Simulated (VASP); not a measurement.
Wanted: the native input for a VASP 6.6.1 run.

```
Task                   : single point
Functional             : PBE
Potentials or basis    : VASP PAW PBE potentials, release 64 (Zn, F)
Cutoff                 : 600 eV
k mesh                 : 4 × 4 × 6
Occupations            : gaussian, width 0.01 eV
Spin                   : no spin polarisation
Dipole correction      : no
Further INCAR settings : ALGO = Normal; EDIFF = 1e-06; NBANDS = 35
```

The structure of ZnF2 lies in POSCAR:

```
ZnF2
1.0
    4.5841104953      0.0000000000      0.0000000000
    0.0000000000      4.5841104953      0.0000000000
    0.0000000000      0.0000000000      3.0534104468
Zn F
2 4
Direct
    0.0000000000      0.0000000000      0.0000000000
    0.5000000000      0.5000000000      0.5000000000
    0.3024000000      0.3024000000      0.0000000000
    0.1976000000      0.8024000000      0.5000000000
    0.6976000000      0.6976000000      0.0000000000
    0.8024000000      0.1976000000      0.5000000000
```

One way to write it, as run:

INCAR

```
PREC     = Accurate       # precision mode
ENCUT    = 600            # plane-wave cutoff, eV
EDIFF    = 1E-6           # SCF threshold, eV
ISMEAR   = 0              # smearing method
SIGMA    = 0.01           # smearing width, eV
LREAL    = F              # projectors in reciprocal space
LASPH    = T              # aspherical terms in the spheres
NELM     = 120            # most SCF steps
ALGO     = Normal         # electronic algorithm
ISIF     = 2              # what is computed and relaxed
LWAVE    = F              # write WAVECAR
LCHARG   = T              # write CHGCAR
GGA      = PE             # functional
LELF     = T              # ELF
LVHAR    = T            
NBANDS   = 35             # bands
GGA_COMPAT= F
```

KPOINTS

```
Automatic mesh
0
Gamma
  4 4 6
```

Potentials or basis: VASP PAW PBE potentials, release 64 (Zn, F).

Command:

```bash
$ cat potpaw_PBE.64/Zn/POTCAR potpaw_PBE.64/F/POTCAR > POTCAR
$ mpirun -np 1 vasp_std > vasp.out
```

It gave:

| Item | Value |
| --- | --- |
| Pressure | 18.6 GPa |
| Largest force | 0.108 eV/Å |
| Band gap on the k mesh | 3.61 eV, direct |

Run time: 28 s on 1 thread of Intel(R) Xeon(R) Platinum 8559C (Emerald Rapids), on a shared host, peak memory 0.21 GiB.
